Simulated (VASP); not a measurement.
# W (R-3m) in VASP: single point with PBE

Aim: the single point of W with PBE.

Program: VASP 6.6.1. These are calculated values, not measurements. Logs are shortened: lines on timing, memory, paths and dates and some standing lists are left out, and cuts for length are marked.

### Step 1. The cell of the first run

Symmetry: R-3m, No. 166, trigonal system. Conventional cell: a = 2.795 Å, b = 2.795 Å, c = 7.316 Å, α = 90.00°, β = 90.00°, γ = 120.00°. Within 3.7 Å of W (site symmetry -3m) lie 12 W at 2.79 to 2.92 Å.

### Step 2. Single point, PBE

INCAR

```
ALGO = Fast
EDIFF = 1E-6
ENCUT = 520
GGA = PE
ISIF = 2
ISMEAR = 0
LASPH = T
LCHARG = T
LELF = T
LREAL = F
LVHAR = T
LWAVE = F
NBANDS = 28
NELM = 80
PREC = Accurate
SIGMA = 0.1
```

KPOINTS

```
k-points
0
Gamma
  18 18 6
```

POSCAR

```
W
1.0
    2.7945458184      0.0000000000      0.0000000000
   -1.3972729092      2.4201476707      0.0000000000
    0.0000000000      0.0000000000      7.3158544424
W
3
Direct
    0.0000000000      0.0000000000      0.0000000000
    0.3333333333      0.6666666667      0.3333333333
    0.6666666667      0.3333333333      0.6666666667
```

Potentials or basis: VASP PAW PBE potentials, release 64 (W_sv).

Run with:

```bash
$ cat potpaw_PBE.64/W_sv/POTCAR > POTCAR
$ mpirun -np 1 vasp_std > vasp.out
```

OUTCAR:

```text
EDIFF = 1E-6
   ENCUT = 520
   GGA = PE
   ISIF = 2
   ISMEAR = 0
   LASPH = T
   LREAL = F
   NELM = 80
   PREC = Accurate

 ion  position               nearest neighbor table
   1  0.000  0.000  0.000-   2 2.92   3 2.92   2 2.92   3 2.92   3 2.92   2 2.92
   2  0.333  0.667  0.333-   1 2.92   1 2.92   1 2.92   3 2.92   3 2.92   3 2.92
   3  0.667  0.333  0.667-   1 2.92   1 2.92   1 2.92   2 2.92   2 2.92   2 2.92

  LATTYP: Found a hexagonal cell.
 ALAT       =     2.7945458184
 C/A-ratio  =     2.6179046320

  Lattice vectors:

 A1 = (   2.7945458184,   0.0000000000,   0.0000000000)
 A2 = (  -1.3972729092,   2.4201476707,   0.0000000000)
 A3 = (   0.0000000000,   0.0000000000,   7.3158544424)

Analysis of symmetry for initial positions (statically):
=====================================================================
 Subroutine PRICEL returns following result:

  LATTYP: Found a trigonal (rhomboedric) cell.
 ALAT       =     2.9240418222
 COS(alpha) =     0.5433059921

  Lattice vectors:

 A1 = (   1.3972729091,  -0.8067158902,   2.4386181472)
 A2 = (  -0.0000000001,   1.6134317805,   2.4386181472)
 A3 = (  -1.3972729089,  -0.8067158904,   2.4386181480)

   3 primitive cells build up your supercell.

 Routine SETGRP: Setting up the symmetry group for a
 hexagonal supercell.

 Subroutine GETGRP returns: Found 12 space group operations
 (whereof 12 operations were pure point group operations)
 out of a pool of 24 trial point group operations.

The static configuration has the point symmetry D_3d.

Analysis of symmetry for dynamics (positions and initial velocities):
=====================================================================
 Subroutine PRICEL returns following result:

  LATTYP: Found a trigonal (rhomboedric) cell.
 ALAT       =     2.9240418222
 COS(alpha) =     0.5433059921

  Lattice vectors:

 A1 = (   1.3972729091,  -0.8067158902,   2.4386181472)
 A2 = (  -0.0000000001,   1.6134317805,   2.4386181472)
 A3 = (  -1.3972729089,  -0.8067158904,   2.4386181480)

   3 primitive cells build up your supercell.

[... 89 lines left out ...]
   total plane-waves  NPLWV =  31104
   dimension x,y,z NGX =    24 NGY =   24 NGZ =   54
   dimension x,y,z NGXF=    48 NGYF=   48 NGZF=  108
   ions per type =               3
   NGX,Y,Z   is equivalent  to a cutoff of  14.28, 14.28, 12.27 a.u.
   NGXF,Y,Z  is equivalent  to a cutoff of  28.55, 28.55, 24.54 a.u.
 SYSTEM =  unknown system
   PREC   = accura    normal or accurate (medium, high low for compatibility)
   ISTART =      0    job   : 0-new  1-cont  2-samecut
   ICHARG =      2    charge: 1-file 2-atom 10-const
   ISPIN  =      1    spin polarized calculation?
   LNONCOLLINEAR =      F non collinear calculations
   LSORBIT =      F    spin-orbit coupling
   LASPH  =      T    aspherical Exc in radial PAW
   ENCUT  =  520.0 eV  38.22 Ry    6.18 a.u.   5.20  5.20 13.60*2*pi/ulx,y,z
   NELM   =     80;   NELMIN=  2; NELMDL= -5     # of ELM steps
   EDIFF  = 0.1E-05   stopping-criterion for ELM
   LREAL  =      F    real-space projection
   EDIFFG = 0.1E-04   stopping-criterion for IOM
   NSW    =      0    number of steps for IOM
   IBRION =     -1    ionic relax: 0-MD 1-quasi-New 2-CG
   NFREE  =      0    steps in history (QN), initial steepest desc. (CG)
   ISIF   =      2    stress and relaxation
   ISYM   =      2    0-nonsym 1-usesym 2-fastsym
   POTIM  = 0.5000    time-step for ionic-motion
   TEBEG  =    0.0;   TEEND  =   0.0 temperature during run
   PSTRESS=    0.0 pullay stress
   NELECT =      42.0000    total number of electrons
   NUPDOWN=      -1.0000    fix difference up-down
   EMIN   =  10.00;   EMAX   =-10.00  energy-range for DOS
   EFERMI =   0.00;   METHOD = LEGACY
   ISMEAR =     0;   SIGMA  =   0.10  broadening in eV -4-tet -1-fermi 0-gaus
   EFERMI_NEDOS =   21; number of points for ismear=-14 and -15
   IALGO  =     68    algorithm
   IMIX   =      4    mixing-type and parameters
     AMIX     =   0.40;   BMIX     =  1.00
     AMIX_MAG =   1.60;   BMIX_MAG =  1.00
  volume/ion in A,a.u.               =      16.49       111.30
  Fermi-wavevector in a.u.,A,eV,Ry     =   1.550072  2.929211 32.691034  2.402723
  Thomas-Fermi vector in A             =   2.654788
   LORBIT       =      0    0 simple, 1 ext, 2 COOP (PROOUT), +10 PAW based schemes
   GGA     = PE    functional components
   LHFCALC =     F    Hartree Fock is set to
   AEXX    =    0.0000 exact exchange contribution
   IVDW    =     0    specifies the selected vdW correction
   LEPSILON=     F    determine dielectric tensor
   LRPA    =     F    only Hartree local field effects (RPA)
 non-spin polarized calculation
 RMM-DIIS sequential band-by-band and
 Gauss-broadening in eV      SIGMA  =   0.10
  energy-cutoff  :      520.00
  volume of cell :       49.48
 maximum number of plane-waves:      1359
 NGX is ok and might be reduce to    24
   NGX = 11   NGY = 11   NGZ = 27

 number of electron      42.0000007 magnetization

 Free energy of the ion-electron system (eV)
  ---------------------------------------------------
  ext. energy  EPLUGINS =         0.00000000
  ---------------------------------------------------
  free energy    TOTEN  =       -37.46723845 eV

  energy without entropy =      -37.45476611  energy(sigma->0) =      -37.46100228

 E-fermi :  10.4959     XC(G=0): -13.4037

 val. band max:       10.4925828994   @ k =   0.3333   0.1111   0.3333
 cond. band min:      10.4981530974   @ k =   0.1111   0.0000   0.1667
 fundamental gap:      0.0055701980
 Fermi energy:        10.4959355880

 k-point     1 :       0.0000    0.0000    0.0000
  band No.  band energies     occupation
      1     -63.2691      2.00000
      2     -63.2115      2.00000
      3     -63.2115      2.00000
      4     -27.7670      2.00000
      5     -27.7670      2.00000
      6     -27.0428      2.00000
[... 733 lines left out ...]
     27      15.8213      0.00000
     28      17.2113      0.00000

 [... further k-points ...]
[... 5 lines left out ...]
  --------------------------------------------------------------------------------------
  -------------------------------------------------------------------------------------
  Total        0.1726438      0.1726438      0.1281428      0.0000000      0.0000000      0.0000000
  in kB        5.5904061      5.5904061      4.1494134      0.0000000      0.0000000      0.0000000
  external PRESSURE =       5.1100752 kB  Pullay stress =       0.0000000 kB

 VOLUME and BASIS-vectors are now :
 -----------------------------------------------------------------------------
  energy-cutoff  :      520.00
  volume of cell :       49.48
      direct lattice vectors                 reciprocal lattice vectors
     2.794545818  0.000000000  0.000000000     0.357839901  0.206598963  0.000000000
    -1.397272909  2.420147671  0.000000000     0.000000000  0.413197927  0.000000000
     0.000000000  0.000000000  7.315854442     0.000000000  0.000000000  0.136689434

 POSITION                                       TOTAL-FORCE (eV/Angst)
 -----------------------------------------------------------------------------------
      0.00000      0.00000      0.00000         0.000000     -0.000000     -0.000000
     -0.00000      1.61343      2.43862        -0.000000     -0.000000     -0.000000
      1.39727      0.80672      4.87724        -0.000000      0.000000      0.000000
 -----------------------------------------------------------------------------------
    total drift:                               -0.000000      0.000000      0.000000

  FREE ENERGIE OF THE ION-ELECTRON SYSTEM (eV)
  ---------------------------------------------------
  free  energy   TOTEN  =       -37.4672384486 eV

  energy  without entropy=      -37.4547661138  energy(sigma->0) =      -37.46100228
```

OSZICAR:

```text
N       E                     dE             d eps       ncg     rms          rms(c)
DAV:   1     0.475185993698E+03    0.47519E+03   -0.24002E+04 11328   0.175E+03
DAV:   2    -0.180658280458E+02   -0.49325E+03   -0.48353E+03 11992   0.533E+02
DAV:   3    -0.389035389864E+02   -0.20838E+02   -0.20086E+02 13532   0.105E+02
DAV:   4    -0.393263115459E+02   -0.42277E+00   -0.41701E+00 13336   0.142E+01
DAV:   5    -0.393324412910E+02   -0.61297E-02   -0.61222E-02 12712   0.179E+00    0.329E+01
RMM:   6    -0.378402016894E+02    0.14922E+01   -0.19377E+00 11555   0.995E+00    0.133E+01
RMM:   7    -0.374674816716E+02    0.37272E+00   -0.15881E+00 12463   0.825E+00    0.120E+00
RMM:   8    -0.374653085854E+02    0.21731E-02   -0.11454E-01 14222   0.188E+00    0.521E-01
RMM:   9    -0.374670056818E+02   -0.16971E-02   -0.27017E-02 13765   0.971E-01    0.232E-01
RMM:  10    -0.374671377374E+02   -0.13206E-03   -0.42750E-03 14276   0.441E-01    0.104E-01
RMM:  11    -0.374672236753E+02   -0.85938E-04   -0.11031E-03 15504   0.218E-01    0.101E-02
RMM:  12    -0.374672362609E+02   -0.12586E-04   -0.15153E-04 15500   0.915E-02    0.124E-02
RMM:  13    -0.374672377438E+02   -0.14830E-05   -0.41010E-05 13788   0.473E-02    0.490E-03
RMM:  14    -0.374672387974E+02   -0.10536E-05   -0.63456E-06 12545   0.189E-02    0.106E-02
RMM:  15    -0.374672384486E+02    0.34879E-06   -0.16270E-06  8895   0.888E-03
   1 F= -.37467238E+02 E0= -.37461002E+02  d E =-.124723E-01
```

Run time: 7.7 min. Hardware: 1 thread of Intel Xeon 8259CL, shared host; peak memory 0.33 GiB.

What came out:

```yaml
Free_energy: -37.4672 eV
Pressure: 0.5 GPa
Band_gap_on_the_k_mesh: zero (bands 21 and 22 overlap by 1.10 eV)
```

Levels at points of the mesh, in eV from the Fermi level:
```tsv
k point	band 18	band 19	band 20	band 21	band 22	band 23	band 24	band 25
(0.00, 0.00, 0.00)	-1.41	-0.34	-0.34	-0.34	-0.34	-0.29	-0.29	2.56
(0.50, 0.00, 0.00)	-2.39	-0.75	-0.75	0.57	0.57	2.97	4.72	5.56
(0.00, 0.00, 0.50)	-0.61	-0.61	-0.11	-0.10	-0.10	-0.10	-0.10	2.55
(0.50, 0.00, 0.50)	-1.51	-0.31	0.17	0.17	0.79	2.91	2.91	4.40
```

Caveat: spin-orbit coupling is left out, which moves the levels of the heavy elements.
